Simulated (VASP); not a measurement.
# O2F (fluorite type) (Fm-3m) in VASP: a series of runs

Runs on O2F (fluorite type). Level: r2SCAN. Tasks: single point.

All numbers are computed with VASP 6.6.1; they aren't measurements. Logs are shortened: lines on timing, memory, paths and dates and some standing lists are left out, and cuts for length are marked.

## 1. The cell of the first run

The structure is cubic, space group Fm-3m (No. 225). Conventional cell: a = 4.944 Å, b = 4.944 Å, c = 4.944 Å, α = 90.00°, β = 90.00°, γ = 90.00°. F (site symmetry m-3m) has 8 O at 2.14 Å within 2.8 Å. O (site symmetry -43m) has 4 F at 2.14 Å and 6 O at 2.47 Å within 2.8 Å.

## 2. Single point, r2SCAN

POSCAR reads:

```
O2F
1.0
    0.0000000000      2.4721609975      2.4721609975
    2.4721609975      0.0000000000      2.4721609975
    2.4721609975      2.4721609975      0.0000000000
F O
1 2
Direct
    0.0000000000      0.0000000000      0.0000000000
    0.2500000000      0.2500000000      0.2500000000
    0.7500000000      0.7500000000      0.7500000000
```

INCAR.step1 reads:

```
  ALGO = Normal
  EDIFF = 1E-4
  ENCUT = 520
  GGA = PE
  ISMEAR = -1
  LASPH = True
  LCHARG = False
  LREAL = False
  LWAVE = True
  NBANDS = 16
  NELM = 60
  PREC = Accurate
  SIGMA = 0.1
```

INCAR.step2 reads:

```
  ALGO = Normal
  EDIFF = 1E-7
  ENCUT = 520
  ISIF = 2
  ISMEAR = -1
  ISTART = 1
  LASPH = True
  LCHARG = False
  LMIXTAU = True
  LREAL = False
  LWAVE = False
  METAGGA = R2SCAN
  NBANDS = 16
  NELM = 60
  PREC = Accurate
  SIGMA = 0.1
```

KPOINTS reads:

```
k-points
0
Gamma
  12 12 12
```

Potentials or basis: VASP PAW PBE potentials, release 64 (F, O).

Command:

```bash
$ cat potpaw_PBE.64/F/POTCAR potpaw_PBE.64/O/POTCAR > POTCAR
$ cp INCAR.step1 INCAR
$ mpirun -np 1 vasp_std > vasp.out
$ cp INCAR.step2 INCAR
$ mpirun -np 1 vasp_std > vasp.out
```

OUTCAR:

```text
EDIFF = 1E-7
   ENCUT = 520
   ISIF = 2
   ISMEAR = -1
   ISTART = 1
   LASPH = True
   LREAL = False
   METAGGA = R2SCAN
   NELM = 60
   PREC = Accurate

 ion  position               nearest neighbor table
   1  0.000  0.000  0.000-
   2  0.250  0.250  0.250-
   3  0.750  0.750  0.750-

  LATTYP: Found a face centered cubic cell.
 ALAT       =     4.9443219950

  Lattice vectors:

 A1 = (   0.0000000000,   2.4721609975,   2.4721609975)
 A2 = (   2.4721609975,   0.0000000000,   2.4721609975)
 A3 = (   2.4721609975,   2.4721609975,   0.0000000000)

Analysis of symmetry for initial positions (statically):
=====================================================================
 Subroutine PRICEL returns:
 Original cell was already a primitive cell.

 Routine SETGRP: Setting up the symmetry group for a
 face centered cubic supercell.

 Subroutine GETGRP returns: Found 48 space group operations
 (whereof 48 operations were pure point group operations)
 out of a pool of 48 trial point group operations.

The static configuration has the point symmetry O_h .

Analysis of symmetry for dynamics (positions and initial velocities):
=====================================================================
 Subroutine PRICEL returns:
 Original cell was already a primitive cell.

 Routine SETGRP: Setting up the symmetry group for a
 face centered cubic supercell.

 Subroutine GETGRP returns: Found 48 space group operations
 (whereof 48 operations were pure point group operations)
 out of a pool of 48 trial point group operations.

The dynamic configuration has the point symmetry O_h .

 Subroutine INISYM returns: Found 48 space group operations
 (whereof 48 operations are pure point group operations),
 and found     1 'primitive' translations

----------------------------------------------------------------------------------------

                                     Primitive cell

  volume of cell :      30.2176

  direct lattice vectors                    reciprocal lattice vectors
     0.000000000  2.472160998  2.472160998    -0.202252200  0.202252200  0.202252200
     2.472160998  0.000000000  2.472160998     0.202252200 -0.202252200  0.202252200
     2.472160998  2.472160998  0.000000000     0.202252200  0.202252200 -0.202252200

  length of vectors
     3.496163611  3.496163611  3.496163611     0.350311086  0.350311086  0.350311086

[... 82 lines left out ...]
   EDIFF  = 0.1E-06   stopping-criterion for ELM
   LREAL  =      F    real-space projection
   EDIFFG = 0.1E-05   stopping-criterion for IOM
   NSW    =      0    number of steps for IOM
   IBRION =     -1    ionic relax: 0-MD 1-quasi-New 2-CG
   NFREE  =      0    steps in history (QN), initial steepest desc. (CG)
   ISIF   =      2    stress and relaxation
   ISYM   =      2    0-nonsym 1-usesym 2-fastsym
   POTIM  = 0.5000    time-step for ionic-motion
   TEBEG  =    0.0;   TEEND  =   0.0 temperature during run
   PSTRESS=    0.0 pullay stress
   NELECT =      19.0000    total number of electrons
   NUPDOWN=      -1.0000    fix difference up-down
   EMIN   =  10.00;   EMAX   =-10.00  energy-range for DOS
   EFERMI =   0.00;   METHOD = LEGACY
   ISMEAR =    -1;   SIGMA  =   0.10  broadening in eV -4-tet -1-fermi 0-gaus
   EFERMI_NEDOS =   21; number of points for ismear=-14 and -15
   IALGO  =     38    algorithm
   IMIX   =      4    mixing-type and parameters
     AMIX     =   0.40;   BMIX     =  1.00
     AMIX_MAG =   1.60;   BMIX_MAG =  1.00
  volume/ion in A,a.u.               =      10.07        67.97
  Fermi-wavevector in a.u.,A,eV,Ry     =   1.402510  2.650359 26.763124  1.967034
  Thomas-Fermi vector in A             =   2.525264
   LORBIT       =      0    0 simple, 1 ext, 2 COOP (PROOUT), +10 PAW based schemes
   METAGGA = R2SCAN    functional components
   LHFCALC =     F    Hartree Fock is set to
   AEXX    =    0.0000 exact exchange contribution
   IVDW    =     0    specifies the selected vdW correction
   LEPSILON=     F    determine dielectric tensor
   LRPA    =     F    only Hartree local field effects (RPA)
 non-spin polarized calculation
  energy-cutoff  :      520.00
  volume of cell :       30.22
 maximum number of plane-waves:       869
 NGX is ok and might be reduce to    28
   NGX = 13   NGY = 13   NGZ = 13

 number of electron      19.0000012 magnetization

 Free energy of the ion-electron system (eV)
  ---------------------------------------------------
  ext. energy  EPLUGINS =         0.00000000
  ---------------------------------------------------
  free energy    TOTEN  =        -7.28099008 eV

  energy without entropy =       -7.12556484  energy(sigma->0) =       -7.20327746

 E-fermi :  -1.2544     XC(G=0): -11.0584

 val. band max:       -1.2613469660   @ k =   0.5000   0.0000   0.0000
 cond. band min:      -1.2538464953   @ k =   0.5000   0.0833   0.0000
 fundamental gap:      0.0075004707
 Fermi energy:        -1.2544165029

 k-point     1 :       0.0000    0.0000    0.0000
  band No.  band energies     occupation
      1     -25.2703      2.00000
      2     -18.9534      2.00000
      3     -17.5638      2.00000
      4      -4.9956      2.00000
      5      -4.9956      2.00000
      6      -4.9956      2.00000
[... 433 lines left out ...]
      3     -18.6373      2.00000
      4      -5.9832      2.00000
      5      -5.9467      2.00000
      6      -5.3523      2.00000
[... 8 lines left out ...]
     15      20.1279      0.00000
     16      20.2873      0.00000

 [... further k-points ...]

------------------------ aborting loop because EDIFF is reached ----------------------------------------

  FORCE on cell =-STRESS in cart. coord.  units (eV):
  Direction    XX          YY          ZZ          XY          YZ          ZX
  --------------------------------------------------------------------------------------
  -------------------------------------------------------------------------------------
  Total       -0.5653963     -0.5653963     -0.5653963     -0.0000000     -0.0000000      0.0000000
  in kB      -29.9780468    -29.9780468    -29.9780468     -0.0000000     -0.0000000      0.0000000
  external PRESSURE =     -29.9780468 kB  Pullay stress =       0.0000000 kB

 VOLUME and BASIS-vectors are now :
 -----------------------------------------------------------------------------
  energy-cutoff  :      520.00
  volume of cell :       30.22
      direct lattice vectors                 reciprocal lattice vectors
     0.000000000  2.472160998  2.472160998    -0.202252200  0.202252200  0.202252200
     2.472160998  0.000000000  2.472160998     0.202252200 -0.202252200  0.202252200
     2.472160998  2.472160998  0.000000000     0.202252200  0.202252200 -0.202252200

 POSITION                                       TOTAL-FORCE (eV/Angst)
 -----------------------------------------------------------------------------------
      0.00000      0.00000      0.00000        -0.000000      0.000000     -0.000000
      1.23608      1.23608      1.23608        -0.000000     -0.000000     -0.000000
      3.70824      3.70824      3.70824         0.000000      0.000000      0.000000
 -----------------------------------------------------------------------------------
    total drift:                                0.000000      0.000000      0.000000

  FREE ENERGIE OF THE ION-ELECTRON SYSTEM (eV)
  ---------------------------------------------------
  free  energy   TOTEN  =        -7.2809900844 eV

  energy  without entropy=       -7.1255648412  energy(sigma->0) =       -7.20327746
```

It took 4 min on 1 thread of AMD EPYC 7R13, shared host; peak memory 0.14 GiB.

What came out:

```yaml
Free_energy: -7.2810 eV
Pressure: -3.0 GPa
Band_gap_on_the_k_mesh: zero (an odd number of electrons rules out a gap without spin polarisation)
```

Caveat: the PAW data sets were made with another functional, which shifts forces and pressure a little; an odd number of electrons without spin polarisation forces a metal; a magnetic or distorted state may lie lower.

[end of part 1 of 2]
